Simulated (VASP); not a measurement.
# SiC (I-4m2) in VASP: a series of runs

Runs on SiC. Level: r2SCAN. Tasks: single point.

Everything below comes from runs of VASP 6.6.1. Logs are shortened: lines on timing, memory, paths and dates and some standing lists are left out, and cuts for length are marked.

**1. The cell of the first run**

The structure is tetragonal, space group I-4m2 (No. 119). Conventional cell: a = 3.003 Å, b = 3.003 Å, c = 4.465 Å, α = 90.00°, β = 90.00°, γ = 90.00°. Si (site symmetry -4m2) has 4 C at 1.87 Å within 2.5 Å. Within 2.5 Å of C (site symmetry -4m2) lie 4 Si at 1.87 Å.

**2. Single point, r2SCAN (strain -0.025 along x and y, +0.025 along z)**

File POSCAR:

```
SiC
1.0
    0.0000000000      2.1236913609      2.2325986101
    2.1236913609      0.0000000000      2.2325986101
    2.1236913609      2.1236913609      0.0000000000
Si C
1 1
Direct
    0.0000000000      0.0000000000      0.0000000000
    0.7500000000      0.7500000000      0.7500000000
```

File INCAR.step1:

```
  PREC = Accurate
  ENCUT = 520
  ISMEAR = 0
  SIGMA = 0.05
  LREAL = False
  LASPH = True
  NELM = 80
  NBANDS = 11
  GGA = PE
  ALGO = Normal
  EDIFF = 1E-4
  LWAVE = True
  LCHARG = False
```

File INCAR.step2:

```
  PREC = Accurate
  ENCUT = 520
  EDIFF = 1E-6
  ISMEAR = 0
  SIGMA = 0.05
  LREAL = False
  LASPH = True
  NELM = 80
  ALGO = Normal
  ISIF = 2
  LWAVE = False
  LCHARG = False
  METAGGA = R2SCAN
  LMIXTAU = True
  NBANDS = 11
  ISTART = 1
```

File KPOINTS:

```
regular mesh
0
Gamma
  10 10 10
```

Potentials or basis: VASP PAW PBE potentials, release 64 (Si, C).

Launch:

```bash
cat potpaw_PBE.64/Si/POTCAR potpaw_PBE.64/C/POTCAR > POTCAR
cp INCAR.step1 INCAR
mpirun -np 1 vasp_std > vasp.out
cp INCAR.step2 INCAR
mpirun -np 1 vasp_std > vasp.out
```

OUTCAR:

```text
PREC = Accurate
   ENCUT = 520
   EDIFF = 1E-6
   ISMEAR = 0
   LREAL = False
   LASPH = True
   NELM = 80
   ISIF = 2
   METAGGA = R2SCAN
   ISTART = 1

 ion  position               nearest neighbor table
   1  0.000  0.000  0.000-   2 1.87   2 1.87   2 1.87   2 1.87
   2  0.750  0.750  0.750-   1 1.87   1 1.87   1 1.87   1 1.87

  LATTYP: Found a body centered tetragonal cell.
 ALAT       =     3.0033531249
 C/A-ratio  =     1.4867373348

  Lattice vectors:

 A1 = (  -2.1236913609,   0.0000000000,   2.2325986101)
 A2 = (   2.1236913609,   0.0000000000,   2.2325986101)
 A3 = (   0.0000000000,   2.1236913609,  -2.2325986101)

Analysis of symmetry for initial positions (statically):
=====================================================================
 Subroutine PRICEL returns:
 Original cell was already a primitive cell.

 Routine SETGRP: Setting up the symmetry group for a
 body centered tetragonal supercell.

 Subroutine GETGRP returns: Found  8 space group operations
 (whereof  8 operations were pure point group operations)
 out of a pool of 16 trial point group operations.

The static configuration has the point symmetry D_2d.

Analysis of symmetry for dynamics (positions and initial velocities):
=====================================================================
 Subroutine PRICEL returns:
 Original cell was already a primitive cell.

 Routine SETGRP: Setting up the symmetry group for a
 body centered tetragonal supercell.

 Subroutine GETGRP returns: Found  8 space group operations
 (whereof  8 operations were pure point group operations)
 out of a pool of 16 trial point group operations.

The dynamic configuration has the point symmetry D_2d.

 Subroutine INISYM returns: Found  8 space group operations
 (whereof  8 operations are pure point group operations),
 and found     1 'primitive' translations

----------------------------------------------------------------------------------------

                                     Primitive cell

  volume of cell :      20.1383

  direct lattice vectors                    reciprocal lattice vectors
     0.000000000  2.123691361  2.232598610    -0.235439108  0.235439108  0.223954274
     2.123691361  0.000000000  2.232598610     0.235439108 -0.235439108  0.223954274
     2.123691361  2.123691361  0.000000000     0.235439108  0.235439108 -0.223954274

  length of vectors
     3.081324642  3.081324642  3.003353125     0.401271310  0.401271310  0.401271310

  position of ions in fractional coordinates (direct lattice)
     0.000000000  0.000000000  0.000000000
     0.750000000  0.750000000  0.750000000

  ion indices of the primitive-cell ions
[... 86 lines left out ...]
   NELECT =       8.0000    total number of electrons
   NUPDOWN=      -1.0000    fix difference up-down
   EMIN   =  10.00;   EMAX   =-10.00  energy-range for DOS
   EFERMI =   0.00;   METHOD = LEGACY
   ISMEAR =     0;   SIGMA  =   0.05  broadening in eV -4-tet -1-fermi 0-gaus
   EFERMI_NEDOS =   21; number of points for ismear=-14 and -15
   IALGO  =     38    algorithm
   IMIX   =      4    mixing-type and parameters
     AMIX     =   0.40;   BMIX     =  1.00
     AMIX_MAG =   1.60;   BMIX_MAG =  1.00
  volume/ion in A,a.u.               =      10.07        67.95
  Fermi-wavevector in a.u.,A,eV,Ry     =   1.203456  2.274203 19.705416  1.448307
  Thomas-Fermi vector in A             =   2.339209
   LORBIT       =      0    0 simple, 1 ext, 2 COOP (PROOUT), +10 PAW based schemes
   METAGGA = R2SCAN    functional components
   LHFCALC =     F    Hartree Fock is set to
   AEXX    =    0.0000 exact exchange contribution
   IVDW    =     0    specifies the selected vdW correction
   LEPSILON=     F    determine dielectric tensor
   LRPA    =     F    only Hartree local field effects (RPA)
 non-spin polarized calculation
 Gauss-broadening in eV      SIGMA  =   0.05
  energy-cutoff  :      520.00
  volume of cell :       20.14
 maximum number of plane-waves:       554
   NGX = 11   NGY = 11   NGZ = 11

 number of electron       8.0000000 magnetization

 Free energy of the ion-electron system (eV)
  ---------------------------------------------------
  ext. energy  EPLUGINS =         0.00000000
  ---------------------------------------------------
  free energy    TOTEN  =       -19.28565131 eV

  energy without entropy =      -19.28565131  energy(sigma->0) =      -19.28565131

 E-fermi :   8.7124     XC(G=0): -12.0589

 val. band max:        8.4278195987   @ k =   0.0000   0.0000   0.0000
 cond. band min:       9.8563293044   @ k =   0.5000   0.0000   0.5000
 fundamental gap:      1.4285097057
 Fermi energy:         8.7124037866

 k-point     1 :       0.0000    0.0000    0.0000
  band No.  band energies     occupation
      1      -8.1048      2.00000
      2       8.0414      2.00000
      3       8.4278      2.00000
      4       8.4278      2.00000
      5      15.4469      0.00000
      6      16.3121      0.00000
      7      16.3121      0.00000
      8      16.4412      0.00000
      9      22.7629      0.00000
     10      24.4938      0.00000
     11      25.6018      0.00000
[... 309 lines left out ...]
 k-point    24 :       0.4000    0.3000    0.0000
  band No.  band energies     occupation
      1      -4.9726      2.00000
      2       2.1108      2.00000
      3       5.1536      2.00000
      4       5.8624      2.00000
      5      11.8519      0.00000
      6      15.1295      0.00000
      7      20.9209      0.00000
      8      21.5443      0.00000
      9      23.1469      0.00000
     10      27.9482      0.00000
     11      30.9847      0.00000

 [... further k-points ...]

------------------------ aborting loop because EDIFF is reached ----------------------------------------

  FORCE on cell =-STRESS in cart. coord.  units (eV):
  Direction    XX          YY          ZZ          XY          YZ          ZX
  --------------------------------------------------------------------------------------
  -------------------------------------------------------------------------------------
  Total        1.3873172      1.3873172     -0.5817905      0.0000000     -0.0000000      0.0000000
  in kB      110.3730191    110.3730191    -46.2864416      0.0000000     -0.0000000      0.0000000
  external PRESSURE =      58.1531989 kB  Pullay stress =       0.0000000 kB

 VOLUME and BASIS-vectors are now :
 -----------------------------------------------------------------------------
  energy-cutoff  :      520.00
  volume of cell :       20.14
      direct lattice vectors                 reciprocal lattice vectors
     0.000000000  2.123691361  2.232598610    -0.235439108  0.235439108  0.223954274
     2.123691361  0.000000000  2.232598610     0.235439108 -0.235439108  0.223954274
     2.123691361  2.123691361  0.000000000     0.235439108  0.235439108 -0.223954274

 POSITION                                       TOTAL-FORCE (eV/Angst)
 -----------------------------------------------------------------------------------
      0.00000      0.00000      0.00000        -0.000000     -0.000000      0.000000
      3.18554      3.18554      3.34890         0.000000      0.000000     -0.000000
 -----------------------------------------------------------------------------------
    total drift:                                0.000001      0.000001      0.000001

  FREE ENERGIE OF THE ION-ELECTRON SYSTEM (eV)
  ---------------------------------------------------
  free  energy   TOTEN  =       -19.2856513059 eV

  energy  without entropy=      -19.2856513059  energy(sigma->0) =      -19.28565131
```

OUTCAR.step1:

```text
PREC = Accurate
   ENCUT = 520
   ISMEAR = 0
   LREAL = False
   LASPH = True
[... 558 lines left out ...]
      0.00000      0.00000      0.00000         0.000000      0.000000      0.000000
      3.18554      3.18554      3.34890        -0.000000     -0.000000     -0.000000
 -----------------------------------------------------------------------------------
    total drift:                                0.000000      0.000000     -0.000000

  FREE ENERGIE OF THE ION-ELECTRON SYSTEM (eV)
  ---------------------------------------------------
  free  energy   TOTEN  =       -15.0065361165 eV

  energy  without entropy=      -15.0065361165  energy(sigma->0) =      -15.00653612
```

OSZICAR.step1:

```text
N       E                     dE             d eps       ncg     rms          rms(c)
DAV:   1     0.285678705692E+01    0.28568E+01   -0.39699E+03  2332   0.612E+02
DAV:   2    -0.163505866925E+02   -0.19207E+02   -0.18216E+02  2805   0.108E+02
DAV:   3    -0.169342246601E+02   -0.58364E+00   -0.58232E+00  2751   0.155E+01
DAV:   4    -0.169364441656E+02   -0.22195E-02   -0.22194E-02  2600   0.121E+00
DAV:   5    -0.169364537945E+02   -0.96289E-05   -0.96289E-05  2759   0.742E-02    0.909E+00
DAV:   6    -0.150720247550E+02    0.18644E+01   -0.65300E+00  2490   0.116E+01    0.405E+00
DAV:   7    -0.150142830973E+02    0.57742E-01   -0.41781E-01  2700   0.368E+00    0.183E+00
DAV:   8    -0.150063311752E+02    0.79519E-02   -0.20615E-02  2592   0.958E-01    0.170E-01
DAV:   9    -0.150064302253E+02   -0.99050E-04   -0.15822E-03  2797   0.229E-01    0.113E-01
DAV:  10    -0.150065342573E+02   -0.10403E-03   -0.22057E-04  2467   0.914E-02    0.259E-02
DAV:  11    -0.150065361165E+02   -0.18592E-05   -0.36447E-05  1320   0.325E-02
   1 F= -.15006536E+02 E0= -.15006536E+02  d E =-.309333E-12
```

It took 57 s on 1 thread of Intel Xeon Platinum 8488C (Sapphire Rapids), shared host; peak memory 0.15 GiB.

What came out:

```
Free energy            : -19.2857 eV
Pressure               : 5.8 GPa
Band gap on the k mesh : 1.43 eV, indirect (least direct gap 5.04 eV)
```

Stress tensor (GPa, compression positive):
```
11.04  0.00  0.00
 0.00 11.04  0.00
 0.00  0.00 -4.63
```

Levels at points of the mesh, in eV from the valence-band top:
```csv
k point,band 2,band 3,band 4,band 5,band 6,band 7
"(0.00, 0.00, 0.00)",-0.39,0.00,0.00,7.02,7.88,7.88
"(0.50, 0.00, 0.00)",-9.10,-1.58,-0.91,5.80,7.67,8.15
"(0.50, 0.50, 0.00)",-8.71,-3.13,-3.13,1.91,5.40,15.48
"(0.50, 0.00, 0.50)",-8.05,-3.74,-3.66,1.43,4.50,14.36
```

Caveat: the cell differs from its parent crystal (strain -0.025 along x and y, +0.025 along z); the PAW data sets were made with another functional, which shifts forces and pressure a little. A k mesh can miss the band edges.

**3. Single point, r2SCAN (strain -0.025 along x and y, +0.050 along z)**

File POSCAR:

```
SiC
1.0
    0.0000000000      2.1236913609      2.2870522348
    2.1236913609      0.0000000000      2.2870522348
    2.1236913609      2.1236913609      0.0000000000
Si C
1 1
Direct
    0.0000000000      0.0000000000      0.0000000000
    0.7500000000      0.7500000000      0.7500000000
```

File INCAR.step1:

```
SYSTEM = SiC
ALGO = Normal
EDIFF = 1E-4
ENCUT = 520
GGA = PE
ISMEAR = 0
LASPH = .True.
LCHARG = .False.
LREAL = .False.
LWAVE = .True.
NBANDS = 11
NELM = 100
PREC = Accurate
SIGMA = 0.05
```

File INCAR.step2:

```
SYSTEM = SiC
ALGO = Normal
EDIFF = 1E-6
ENCUT = 520
ISIF = 2
ISMEAR = 0
ISTART = 1
LASPH = .True.
LCHARG = .False.
LMIXTAU = .True.
LREAL = .False.
LWAVE = .False.
METAGGA = R2SCAN
NBANDS = 11
NELM = 100
PREC = Accurate
SIGMA = 0.05
```

File KPOINTS:

```
k-points
0
Gamma
  10 10 10
  0 0 0
```

Potentials or basis: VASP PAW PBE potentials, release 64 (Si, C).

Launch:

```bash
cat potpaw_PBE.64/Si/POTCAR potpaw_PBE.64/C/POTCAR > POTCAR
cp INCAR.step1 INCAR
mpirun -np 1 vasp_std > vasp.out
cp INCAR.step2 INCAR
mpirun -np 1 vasp_std > vasp.out
```

Wall time 54 s (1 thread of Intel Xeon Platinum 8488C (Sapphire Rapids), shared host); peak memory 0.15 GiB.

It converged, with:

```yaml
Free_energy: -19.2538 eV
Pressure: -0.1 GPa
Band_gap_on_the_k_mesh: 1.31 eV, indirect (least direct gap 4.99 eV)
```

Stress tensor (GPa, compression positive):
```
  7.94   0.00   0.00
  0.00   7.94   0.00
  0.00   0.00 -16.16
```

Levels at points of the mesh, in eV from the valence-band top:
```
           k point  band 1  band 2  band 3  band 4  band 5  band 6  band 7  band 8
(0.00, 0.00, 0.00)  -16.42   -0.59    0.00    0.00    6.60    7.62    7.62    7.80
(0.50, 0.00, 0.00)  -12.76   -9.04   -1.81   -0.81    5.22    7.61    8.15   10.84
(0.50, 0.50, 0.00)  -11.69   -8.90   -2.97   -2.97    2.02    5.52   14.96   15.14
(0.50, 0.00, 0.50)  -11.10   -7.94   -3.86   -3.73    1.31    4.19   13.55   15.96
```

Caveat: the cell differs from its parent crystal (strain -0.025 along x and y, +0.050 along z); the PAW data sets were made with another functional, which shifts forces and pressure a little. A k mesh can miss the band edges.

**4. Single point, r2SCAN (strain +0.000 along x and y, +0.025 along z)**

File POSCAR:

```
SiC
1.0
    0.0000000000      2.1781449855      2.2325986101
    2.1781449855      0.0000000000      2.2325986101
    2.1781449855      2.1781449855      0.0000000000
Si C
1 1
Direct
    0.0000000000      0.0000000000      0.0000000000
    0.7500000000      0.7500000000      0.7500000000
```

File INCAR.step1:

```
SYSTEM = SiC
  ALGO = Normal
  EDIFF = 1E-4
  ENCUT = 520
  GGA = PE
  ISMEAR = 0
  LASPH = .TRUE.
  LCHARG = .FALSE.
  LREAL = .FALSE.
  LWAVE = .TRUE.
  NBANDS = 11
  NELM = 60
  PREC = Accurate
  SIGMA = 0.05
```

File INCAR.step2:

```
SYSTEM = SiC
  ALGO = Normal
  EDIFF = 1E-6
  ENCUT = 520
  ISIF = 2
  ISMEAR = 0
  ISTART = 1
  LASPH = .TRUE.
  LCHARG = .FALSE.
  LMIXTAU = .TRUE.
  LREAL = .FALSE.
  LWAVE = .FALSE.
  METAGGA = R2SCAN
  NBANDS = 11
  NELM = 60
  PREC = Accurate
  SIGMA = 0.05
```

File KPOINTS:

```
k-points
0
G
  10 10 10
  0 0 0
```

Launch:

```bash
cat potpaw_PBE.64/Si/POTCAR potpaw_PBE.64/C/POTCAR > POTCAR
cp INCAR.step1 INCAR
mpirun -np 1 vasp_std > vasp.out
cp INCAR.step2 INCAR
mpirun -np 1 vasp_std > vasp.out
```

It took 52 s on 1 thread of Intel Xeon Platinum 8488C (Sapphire Rapids), shared host; peak memory 0.15 GiB.

It converged, with:

| Quantity | Value |
| --- | --- |
| Free energy | -19.3101 eV |
| Pressure | -5.5 GPa |
| Band gap on the k mesh | 1.61 eV, indirect (least direct gap 5.00 eV) |

Stress tensor (GPa, compression positive):
```
 -3.12   0.00   0.00
  0.00  -3.12   0.00
  0.00   0.00 -10.35
```

Levels at points of the mesh, in eV from the valence-band top:
```tsv
k point	band 2	band 3	band 4	band 5	band 6	band 7
(0.00, 0.00, 0.00)	-0.18	0.00	0.00	6.47	7.59	7.59
(0.50, 0.00, 0.00)	-8.75	-1.32	-1.01	5.64	7.47	7.77
(0.50, 0.50, 0.00)	-8.25	-3.17	-3.17	1.84	4.96	14.84
(0.50, 0.00, 0.50)	-7.93	-3.46	-3.42	1.61	4.52	14.34
```

Caveat: the cell differs from its parent crystal (strain +0.000 along x and y, +0.025 along z); the PAW data sets were made with another functional, which shifts forces and pressure a little. A k mesh can miss the band edges.

(Part 1 of 2 ends here.)
